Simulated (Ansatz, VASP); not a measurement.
## Na2BrF in VASP and in Ansatz

```
Na Br F
1.0
     3.95235    0.00000    0.00000
     0.00000    3.95235    0.00000
     0.00000    0.00000    5.51613
Na Br F
2 1 1
Direct
  0.00000 0.00000 0.00000
  0.50000 0.50000 0.50000
  0.50000 0.50000 0.00000
  0.00000 0.00000 0.50000
```

Alike in both runs: functional PBE; k mesh 6 × 6 × 4; no spin polarisation.

Ansatz relaxed the structure, and its values are those at the end. VASP's run is a single point on that final structure, the one shown.

|  | VASP | Ansatz |
| --- | --- | --- |
| version | VASP 6.6.1 | Ansatz 0.2.0 |
| potentials or method | VASP PAW PBE potentials, release 64 (Na_pv, Br, F), cutoff 520 eV | scalar-relativistic, plane waves, PAW |
| occupations | gaussian, width 0.01 eV | fixed |
| valence electrons in the cell | 28 | 32 |

|  | VASP | Ansatz | Ansatz less VASP |
| --- | --- | --- | --- |
| gap on the k mesh at the Fermi level (eV) | 4.46 | 4.47 | +0.006 |
| least direct gap on the mesh (eV) | 4.46 | 4.47 | +0.006 |
| pressure (GPa) | -0.1 | 0.0 | +0.07 |

VASP's potentials hold 28 valence electrons a cell and Ansatz's 32, so a difference there can come from the potentials and not from the codes.
